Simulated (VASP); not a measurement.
Here is a VASP 6.6.1 calculation.

File INCAR:

```
PREC     = Accurate       # precision mode
ENCUT    = 520            # plane-wave cutoff, eV
EDIFF    = 1E-7           # SCF threshold, eV
ISMEAR   = -1             # smearing method
SIGMA    = 0.05           # smearing width, eV
LREAL    = False          # projectors in reciprocal space
LASPH    = True           # aspherical terms in the spheres
NELM     = 80             # most SCF steps
ALGO     = Normal         # electronic algorithm
ISIF     = 2              # what is computed and relaxed
LWAVE    = False          # write WAVECAR
LCHARG   = True           # write CHGCAR
GGA      = RE             # functional
LELF     = True           # ELF
LVHAR    = True         
NBANDS   = 60             # bands
```

File KPOINTS:

```
regular mesh
0
Gamma
  8 8 8
```

The input POSCAR:

```
TiO2
1.0
   -4.3507577183      4.3507577183      1.8875555959
    4.3507577183     -4.3507577183      1.8875555959
    4.3507577183      4.3507577183     -1.8875555959
Ti O
4 8
Direct
    0.2922817050      0.9971447550      0.2894264600
    0.0028552450      0.2922817050      0.2951369500
    0.9971447550      0.7077182950      0.7048630500
    0.7077182950      0.0028552450      0.7105735400
    0.4988638250      0.8492152850      0.3480791100
    0.1616620200      0.1596026000      0.3212646200
    0.1507847150      0.4988638250      0.6496485400
    0.1596026000      0.8383379800      0.9979405800
    0.8403974000      0.1616620200      0.0020594200
    0.8492152850      0.5011361750      0.3503514600
    0.8383379800      0.8403974000      0.6787353800
    0.5011361750      0.1507847150      0.6519208900
```

Potentials or basis: VASP PAW PBE potentials, release 64 (Ti_sv, O).

The run is started by

```console
$ cat potpaw_PBE.64/Ti_sv/POTCAR potpaw_PBE.64/O/POTCAR > POTCAR
$ mpirun -np 1 vasp_std > vasp.out
```

Question: Predict the largest force.

Answer: 0.136 eV/Å.

Question: Estimate the pressure.

Answer: 6.9 GPa.

Question: What does it give for the band gap on the k mesh?

Answer: 1.66 eV (least direct gap 2.34 eV).

Stress tensor (GPa, compression positive):
```
6.80 0.00 0.00
0.00 6.80 0.00
0.00 0.00 7.03
```

Caveat: the cell stands under pressure; the PAW data sets were made with another functional, which shifts forces and pressure a little. A k mesh can miss the band edges.
